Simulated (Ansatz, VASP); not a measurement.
# ZnO in VASP and in Ansatz

POSCAR

```
ZnO
1.0
    3.2190194794      0.0000000000      0.0000000000
   -1.6095097397      2.7877526444      0.0000000000
    0.0000000000      0.0000000000      5.2377469366
Zn O
2 2
Direct
    0.3333333333      0.6666666667      0.5009965964
    0.6666666667      0.3333333333      0.0009965964
    0.6666666667      0.3333333333      0.3780134036
    0.3333333333      0.6666666667      0.8780134036
```

Contents of INCAR.step1:

```
SYSTEM = ZnO
PREC = Accurate
ENCUT = 520
ISMEAR = 0
SIGMA = 0.01
LREAL = .FALSE.
LASPH = .TRUE.
NELM = 60
NBANDS = 26
GGA = PE
ALGO = Normal
EDIFF = 1E-4
LWAVE = .TRUE.
LCHARG = .FALSE.
```

Contents of INCAR.step2:

```
SYSTEM = ZnO
PREC = Accurate
ENCUT = 520
EDIFF = 1E-6
ISMEAR = 0
SIGMA = 0.01
LREAL = .FALSE.
LASPH = .TRUE.
NELM = 60
ALGO = Normal
ISIF = 2
LWAVE = .FALSE.
LCHARG = .TRUE.
METAGGA = R2SCAN
LMIXTAU = .TRUE.
LELF = .TRUE.
LVHAR = .TRUE.
NBANDS = 26
ISTART = 1
```

The input KPOINTS:

```
Automatic mesh
0
G
  8 8 4
  0 0 0
```

Input for Ansatz:

```yaml
crystal:
  lattice:
    - [3.21901947935, 0.0, 0.0]
    - [-1.60950973968, 2.78775264439, 0.0]
    - [0.0, 0.0, 5.23774693663]
  atoms:
    - { symbol: Zn, position: [0.333333333333, 0.666666666667, 0.500996596435] }
    - { symbol: Zn, position: [0.666666666667, 0.333333333333, 0.000996596435] }
    - { symbol: O, position: [0.666666666667, 0.333333333333, 0.378013403565] }
    - { symbol: O, position: [0.333333333333, 0.666666666667, 0.878013403565] }
kpoints:
  mp_grid: { grid: [8, 8, 4] }
scf:
  occupations: { method: fixed }
  convergence: { dr2_threshold: 1.0e-10 }
hamiltonian:
  xc: r2scan
  pseudopotentials: { kind: paw }
output:
  forces: true
  stress: true
  eigenstates:
    kpoints:
      - [0.0, 0.0, 0.0]
      - [0.0, 0.0, -0.5]
      - [-0.5, 0.0, 0.0]
      - [-0.5, 0.5, 0.0]
      - [0.0, -0.5, 0.0]
      - [-0.5, 0.0, -0.5]
      - [-0.5, 0.5, -0.5]
      - [0.0, -0.5, -0.5]
  eigenvalues: true
```

Change from the starting cell: film at in-plane strain -0.005.

Alike in both runs: task single point; functional r2SCAN; k mesh 8 × 8 × 4; no spin polarisation.

```csv
,VASP,Ansatz
version,VASP 6.6.1,Ansatz 0.2.0
potentials or method,"VASP PAW PBE potentials, release 64 (Zn, O)","PAW with Ansatz's default frozen-core files, scalar-relativistic"
plane-wave cutoff (eV),520,500
occupations,"gaussian, width 0.01 eV",fixed
valence electrons in the cell,36,36
```

```tsv
	VASP	Ansatz	Ansatz less VASP
gap on the k mesh at the Fermi level (eV)	1.23	1.23	+0.003
pressure (GPa)	1.8	0.8	-1.02
traceless stress, the component that is largest in VASP (GPa)	-0.74	-0.75	-0.005
rms of the force components (eV/Å)	0.006	0.000	-0.0059
```

VASP's potentials were made for PBE, not for r2SCAN. Atom by atom the forces differ by 0.006 eV/Å (rms over components).
